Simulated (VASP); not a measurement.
# Be3H2 (P4/mbm) in VASP: single point with PBE

Aim: the single point of Be3H2 with PBE.

Program: VASP 6.6.1. These are calculated values, not measurements. Logs are shortened: lines on timing, memory, paths and dates and some standing lists are left out, and cuts for length are marked.

### 1 The cell of the first run

Symmetry: P4/mbm, No. 127, tetragonal system. The conventional cell has a = 4.357 Å, b = 4.357 Å, c = 3.367 Å, α = 90.00°, β = 90.00°, γ = 90.00°. Within 2.1 Å of Be (site symmetry 4/m) lie 4 H at 1.61 Å. Within 2.4 Å of Be (site symmetry m2m) lie 2 H at 1.68 Å and 9 Be at 2.20 to 2.32 Å. H (site symmetry m2m) has 4 Be at 1.61 to 1.68 Å and 5 H at 2.13 to 2.28 Å within 2.3 Å.

### 2 Single point, PBE

Contents of INCAR:

```
PREC     = Accurate       # precision mode
ENCUT    = 520            # plane-wave cutoff, eV
EDIFF    = 1E-6           # SCF threshold, eV
ISMEAR   = 0              # smearing method
SIGMA    = 0.1            # smearing width, eV
LREAL    = False          # projectors in reciprocal space
LASPH    = True           # aspherical terms in the spheres
NELM     = 60             # most SCF steps
ALGO     = Normal         # electronic algorithm
ISIF     = 2              # what is computed and relaxed
LWAVE    = False          # write WAVECAR
LCHARG   = True           # write CHGCAR
GGA      = PE             # functional
LELF     = True           # ELF
LVHAR    = True         
NBANDS   = 19             # bands
```

Contents of KPOINTS:

```
Automatic mesh
0
Gamma
  10 10 12
```

Contents of POSCAR:

```
Be3H2
1.0
    4.3567065737      0.0000000000      0.0000000000
    0.0000000000      4.3567065737      0.0000000000
    0.0000000000      0.0000000000      3.3671943779
Be H
6 4
Direct
    0.0000000000      0.0000000000      0.0000000000
    0.5000000000      0.5000000000      0.0000000000
    0.3213980930      0.8213980930      0.5000000000
    0.1786019070      0.3213980930      0.5000000000
    0.6786019070      0.1786019070      0.5000000000
    0.8213980930      0.6786019070      0.5000000000
    0.3275002919      0.8275002919      0.0000000000
    0.1724997081      0.3275002919      0.0000000000
    0.6724997081      0.1724997081      0.0000000000
    0.8275002919      0.6724997081      0.0000000000
```

Potentials or basis: VASP PAW PBE potentials, release 64 (Be, H).

Run with:

```console
cat potpaw_PBE.64/Be/POTCAR potpaw_PBE.64/H/POTCAR > POTCAR
mpirun -np 1 vasp_std > vasp.out
```

OUTCAR:

```text
PREC = Accurate
   ENCUT = 520
   EDIFF = 1E-6
   ISMEAR = 0
   LREAL = False
   LASPH = True
   NELM = 60
   ISIF = 2
   GGA = PE

 ion  position               nearest neighbor table
   1  0.000  0.000  0.000-   7 1.61   8 1.61   9 1.61  10 1.61   3 2.32   4 2.32   5 2.32   6 2.32
                             3 2.32   4 2.32   5 2.32   6 2.32
   2  0.500  0.500  0.000-   7 1.61   8 1.61   9 1.61  10 1.61   3 2.32   4 2.32   5 2.32   6 2.32
                             3 2.32   4 2.32   5 2.32   6 2.32
   3  0.321  0.821  0.500-   5 2.20   4 2.27   6 2.27   4 2.27   6 2.27   1 2.32   2 2.32   2 2.32
                             1 2.32
   4  0.179  0.321  0.500-   6 2.20   5 2.27   3 2.27   3 2.27   5 2.27   1 2.32   2 2.32   2 2.32
                             1 2.32
   5  0.679  0.179  0.500-   3 2.20   4 2.27   6 2.27   6 2.27   4 2.27   1 2.32   2 2.32   2 2.32
                             1 2.32
   6  0.821  0.679  0.500-   4 2.20   3 2.27   5 2.27   5 2.27   3 2.27   1 2.32   2 2.32   2 2.32
                             1 2.32
   7  0.328  0.828  0.000-   1 1.61   2 1.61
   8  0.172  0.328  0.000-   1 1.61   2 1.61
   9  0.672  0.172  0.000-   1 1.61   2 1.61
  10  0.828  0.672  0.000-   1 1.61   2 1.61

  LATTYP: Found a simple tetragonal cell.
 ALAT       =     4.3567065737
 C/A-ratio  =     0.7728760982

  Lattice vectors:

 A1 = (   4.3567065737,   0.0000000000,   0.0000000000)
 A2 = (   0.0000000000,   4.3567065737,   0.0000000000)
 A3 = (   0.0000000000,   0.0000000000,   3.3671943779)

Analysis of symmetry for initial positions (statically):
=====================================================================
 Subroutine PRICEL returns:
 Original cell was already a primitive cell.

 Routine SETGRP: Setting up the symmetry group for a
 simple tetragonal supercell.

 Subroutine GETGRP returns: Found 16 space group operations
 (whereof  8 operations were pure point group operations)
 out of a pool of 16 trial point group operations.

The static configuration has the point symmetry C_4h.
 The point group associated with its full space group is D_4h.

Analysis of symmetry for dynamics (positions and initial velocities):
=====================================================================
 Subroutine PRICEL returns:
 Original cell was already a primitive cell.

 Routine SETGRP: Setting up the symmetry group for a
 simple tetragonal supercell.

 Subroutine GETGRP returns: Found 16 space group operations
 (whereof  8 operations were pure point group operations)
 out of a pool of 16 trial point group operations.

The dynamic configuration has the point symmetry C_4h.
 The point group associated with its full space group is D_4h.

 Subroutine INISYM returns: Found 16 space group operations
 (whereof  8 operations are pure point group operations),
 and found     1 'primitive' translations

----------------------------------------------------------------------------------------

                                     Primitive cell

  volume of cell :      63.9124

  direct lattice vectors                    reciprocal lattice vectors
     4.356706574  0.000000000  0.000000000     0.229531180  0.000000000  0.000000000
     0.000000000  4.356706574  0.000000000     0.000000000  0.229531180  0.000000000
     0.000000000  0.000000000  3.367194378     0.000000000  0.000000000  0.296983152

  length of vectors
     4.356706574  4.356706574  3.367194378     0.229531180  0.229531180  0.296983152

  position of ions in fractional coordinates (direct lattice)
     0.000000000  0.000000000  0.000000000
     0.500000000  0.500000000  0.000000000
     0.321398093  0.821398093  0.500000000
     0.178601907  0.321398093  0.500000000
     0.678601907  0.178601907  0.500000000
     0.821398093  0.678601907  0.500000000
     0.327500292  0.827500292  0.000000000
     0.172499708  0.327500292  0.000000000
     0.672499708  0.172499708  0.000000000
     0.827500292  0.672499708  0.000000000

  ion indices of the primitive-cell ions
   primitive index   ion index
                 1           1
                 2           2
                 3           3
                 4           4
                 5           5
                 6           6
                 7           7
                 8           8
                 9           9
                10          10

----------------------------------------------------------------------------------------

 KPOINTS: Automatic mesh

Automatic generation of k-mesh.
 Grid dimensions read from file:
 generate k-points for:   10   10   12

 Generating k-lattice:

  Cartesian coordinates                     Fractional coordinates (reciprocal lattice)
     0.022953118  0.000000000  0.000000000     0.100000000  0.000000000  0.000000000
     0.000000000  0.022953118  0.000000000     0.000000000  0.100000000  0.000000000
     0.000000000  0.000000000  0.024748596     0.000000000  0.000000000  0.083333333

  Length of vectors
     0.022953118  0.022953118  0.024748596

  Shift w.r.t. Gamma in fractional coordinates (k-lattice)
     0.000000000  0.000000000  0.000000000

 Subroutine IBZKPT returns following result:
 ===========================================

 Found    147 irreducible k-points:

 Following reciprocal coordinates:
            Coordinates               Weight
  0.000000  0.000000  0.000000      1.000000
  0.100000  0.000000  0.000000      4.000000
  0.200000  0.000000  0.000000      4.000000
  0.300000  0.000000  0.000000      4.000000
  0.400000  0.000000  0.000000      4.000000
  0.500000  0.000000  0.000000      2.000000
[... 16 lines left out ...]
  0.100000  0.000000  0.083333      8.000000
  0.200000  0.000000  0.083333      8.000000
 [... further k-points ...]
   k-points           NKPTS =    147   k-points in BZ     NKDIM =    147   number of bands    NBANDS=     19
   number of dos      NEDOS =    301   number of ions     NIONS =     10
   total plane-waves  NPLWV =  28672
   dimension x,y,z NGX =    32 NGY =   32 NGZ =   28
   dimension x,y,z NGXF=    64 NGYF=   64 NGZF=   56
   ions per type =               6   4
   NGX,Y,Z   is equivalent  to a cutoff of  12.21, 12.21, 13.82 a.u.
   NGXF,Y,Z  is equivalent  to a cutoff of  24.42, 24.42, 27.65 a.u.
 SYSTEM =  unknown system
   PREC   = accura    normal or accurate (medium, high low for compatibility)
   ISTART =      0    job   : 0-new  1-cont  2-samecut
   ICHARG =      2    charge: 1-file 2-atom 10-const
   ISPIN  =      1    spin polarized calculation?
   LNONCOLLINEAR =      F non collinear calculations
   LSORBIT =      F    spin-orbit coupling
   LASPH  =      T    aspherical Exc in radial PAW
   ENCUT  =  520.0 eV  38.22 Ry    6.18 a.u.   8.10  8.10  6.26*2*pi/ulx,y,z
   NELM   =     60;   NELMIN=  2; NELMDL= -5     # of ELM steps
   EDIFF  = 0.1E-05   stopping-criterion for ELM
   LREAL  =      F    real-space projection
   EDIFFG = 0.1E-04   stopping-criterion for IOM
   NSW    =      0    number of steps for IOM
   IBRION =     -1    ionic relax: 0-MD 1-quasi-New 2-CG
   NFREE  =      0    steps in history (QN), initial steepest desc. (CG)
   ISIF   =      2    stress and relaxation
   ISYM   =      2    0-nonsym 1-usesym 2-fastsym
   POTIM  = 0.5000    time-step for ionic-motion
   TEBEG  =    0.0;   TEEND  =   0.0 temperature during run
   PSTRESS=    0.0 pullay stress
   NELECT =      16.0000    total number of electrons
   NUPDOWN=      -1.0000    fix difference up-down
   EMIN   =  10.00;   EMAX   =-10.00  energy-range for DOS
   EFERMI =   0.00;   METHOD = LEGACY
   ISMEAR =     0;   SIGMA  =   0.10  broadening in eV -4-tet -1-fermi 0-gaus
   EFERMI_NEDOS =   21; number of points for ismear=-14 and -15
   IALGO  =     38    algorithm
   IMIX   =      4    mixing-type and parameters
     AMIX     =   0.40;   BMIX     =  1.00
     AMIX_MAG =   1.60;   BMIX_MAG =  1.00
  volume/ion in A,a.u.               =       6.39        43.13
  Fermi-wavevector in a.u.,A,eV,Ry     =   1.031779  1.949779 14.484317  1.064567
  Thomas-Fermi vector in A             =   2.165944
   LORBIT       =      0    0 simple, 1 ext, 2 COOP (PROOUT), +10 PAW based schemes
   GGA     = PE    functional components
   LHFCALC =     F    Hartree Fock is set to
   AEXX    =    0.0000 exact exchange contribution
   IVDW    =     0    specifies the selected vdW correction
   LEPSILON=     F    determine dielectric tensor
   LRPA    =     F    only Hartree local field effects (RPA)
 non-spin polarized calculation
 Gauss-broadening in eV      SIGMA  =   0.10
  energy-cutoff  :      520.00
  volume of cell :       63.91
 maximum number of plane-waves:      1752
   NGX = 17   NGY = 17   NGZ = 13

 number of electron      15.9999994 magnetization

 Free energy of the ion-electron system (eV)
  ---------------------------------------------------
  ext. energy  EPLUGINS =         0.00000000
  ---------------------------------------------------
  free energy    TOTEN  =       -33.30388935 eV

  energy without entropy =      -33.29947022  energy(sigma->0) =      -33.30167979

 E-fermi :   5.5043     XC(G=0): -10.3205

 val. band max:        5.5019863021   @ k =   0.5000   0.5000   0.0833
 cond. band min:       5.5463130375   @ k =   0.1000   0.0000   0.1667
 fundamental gap:      0.0443267355
 Fermi energy:         5.5042643288

 k-point     1 :       0.0000    0.0000    0.0000
  band No.  band energies     occupation
      1      -6.7980      2.00000
      2      -1.6455      2.00000
      3      -1.6455      2.00000
      4       0.2857      2.00000
      5       0.7135      2.00000
      6       3.5470      2.00000
[... 11 lines left out ...]
     18      14.3987      0.00000
     19      15.4754      0.00000
[... 485 lines left out ...]
 k-point    24 :       0.2000    0.0000    0.0833
  band No.  band energies     occupation
      1      -6.4907      2.00000
      2      -2.9230      2.00000
      3      -1.3652      2.00000
      4       0.6908      2.00000
      5       1.7236      2.00000
      6       2.7836      2.00000
[... 11 lines left out ...]
     18      14.7539      0.00000
     19      15.1969      0.00000

 [... further k-points ...]

------------------------ aborting loop because EDIFF is reached ----------------------------------------

  FORCE on cell =-STRESS in cart. coord.  units (eV):
  Direction    XX          YY          ZZ          XY          YZ          ZX
  --------------------------------------------------------------------------------------
  -------------------------------------------------------------------------------------
  Total       -0.0027233     -0.0027233     -0.0252956      0.0000000      0.0000000      0.0000000
  in kB       -0.0682698     -0.0682698     -0.6341201      0.0000000      0.0000000      0.0000000
  external PRESSURE =      -0.2568866 kB  Pullay stress =       0.0000000 kB

 VOLUME and BASIS-vectors are now :
 -----------------------------------------------------------------------------
  energy-cutoff  :      520.00
  volume of cell :       63.91
      direct lattice vectors                 reciprocal lattice vectors
     4.356706574  0.000000000  0.000000000     0.229531180  0.000000000  0.000000000
     0.000000000  4.356706574  0.000000000     0.000000000  0.229531180  0.000000000
     0.000000000  0.000000000  3.367194378     0.000000000  0.000000000  0.296983152

 POSITION                                       TOTAL-FORCE (eV/Angst)
 -----------------------------------------------------------------------------------
      0.00000      0.00000      0.00000         0.000000      0.000000     -0.000000
      2.17835      2.17835      0.00000         0.000000      0.000000     -0.000000
      1.40024      3.57859      1.68360        -0.000795     -0.000795     -0.000000
      0.77812      1.40024      1.68360         0.000795     -0.000795      0.000000
      2.95647      0.77812      1.68360         0.000795      0.000795     -0.000000
      3.57859      2.95647      1.68360        -0.000795      0.000795     -0.000000
      1.42682      3.60518      0.00000         0.000705      0.000705     -0.000000
      0.75153      1.42682      0.00000        -0.000705      0.000705      0.000000
      2.92988      0.75153      0.00000        -0.000705     -0.000705      0.000000
      3.60518      2.92988      0.00000         0.000705     -0.000705     -0.000000
 -----------------------------------------------------------------------------------
    total drift:                                0.000000      0.000000     -0.000000

  FREE ENERGIE OF THE ION-ELECTRON SYSTEM (eV)
  ---------------------------------------------------
  free  energy   TOTEN  =       -33.3038893502 eV

  energy  without entropy=      -33.2994702245  energy(sigma->0) =      -33.30167979
```

It took 3.4 min on 1 thread of Intel Xeon 8259CL, shared host; peak memory 0.27 GiB.

What came out:

| Property | Result |
| --- | --- |
| Free energy | -33.3039 eV |
| Pressure | 0.0 GPa |
| Band gap on the k mesh | zero (bands 8 and 9 overlap by 1.17 eV) |

The gap in the log of VASP goes by the Fermi energy; the results here count the filled bands.